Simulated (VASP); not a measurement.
A run of VASP 6.6.1:

The input INCAR:

```
  PREC = Accurate
  ENCUT = 520
  EDIFF = 1E-6
  ISMEAR = 0
  SIGMA = 0.1
  LREAL = False
  LASPH = True
  NELM = 60
  ALGO = Normal
  ISIF = 2
  LWAVE = False
  LCHARG = False
  GGA = PE
  NBANDS = 10
```

The input KPOINTS:

```
Automatic mesh
0
Gamma
  6 6 4
```

POSCAR

```
B
1.0
    1.8749453302      0.0000000000      0.0000000000
   -0.9374726651      1.6237502866      0.0000000000
    0.0000000000      0.0000000000      5.6416784472
B
2
Direct
    0.0000000000      0.0000000000      0.1552036276
    0.0000000000      0.0000000000      0.8447963724
```

Potentials or basis: VASP PAW PBE potentials, release 64 (B).

Launch:

```bash
$ cat potpaw_PBE.64/B/POTCAR > POTCAR
$ mpirun -np 1 vasp_std > vasp.out
```

Hardware: 1 thread of Intel(R) Xeon(R) Platinum 8259CL CPU @ 2.50GHz (Skylake/Cascade Lake), with other jobs on the host.

Problem. How long does it take, and how much memory?

Solution. Run time: 3.6 s on 1 thread of Intel(R) Xeon(R) Platinum 8259CL CPU @ 2.50GHz (Skylake/Cascade Lake), with other jobs on the host, peak memory 0.11 GiB. Counts: scf iterations 12, k points 21.
